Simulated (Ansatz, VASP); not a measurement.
## Two plane-wave programs on WS2

```xyz
3
Lattice="3.1215 0.0000 0.0000 -1.5607 2.7033 0.0000 0.0000 0.0000 30.0840" Properties=species:S:1:pos:R:3 pbc="T T T"
S     1.5607    0.9011    8.9952
S     1.5607    0.9011   12.1468
W     0.0000    1.8022   10.5710
```

Alike in both runs: functional PBEsol; k mesh 12 × 12 × 1; occupations gaussian, width 0.02 eV; no spin polarisation.

Ansatz relaxed the structure, and its values are those at the end. VASP's run is a single point on that final structure, the one shown.

|  | VASP | Ansatz |
| --- | --- | --- |
| version | VASP 6.6.1 | Ansatz 0.2.0 |
| potentials or method | VASP PAW PBE potentials, release 64 (S, W_sv) | scalar-relativistic, plane waves, PAW |
| plane-wave cutoff (eV) | 520 | 420 |
| valence electrons in the cell | 26 | 26 |

Ansatz gave:

```
gap on the k mesh at the Fermi level (eV) : 1.98
least direct gap on the mesh (eV)         : 2.05
rms of the force components (eV/Å)        : 0.000
```

Which values does VASP return?

gap on the k mesh at the Fermi level (eV): 1.98; least direct gap on the mesh (eV): 2.06; rms of the force components (eV/Å): 0.011.

VASP's potentials were made for PBE, not for PBEsol. With one functional, cell and mesh, what is left measures potentials, basis and numerics. Ansatz's warnings: slab cell height set.

Neither program's run includes spin-orbit coupling.
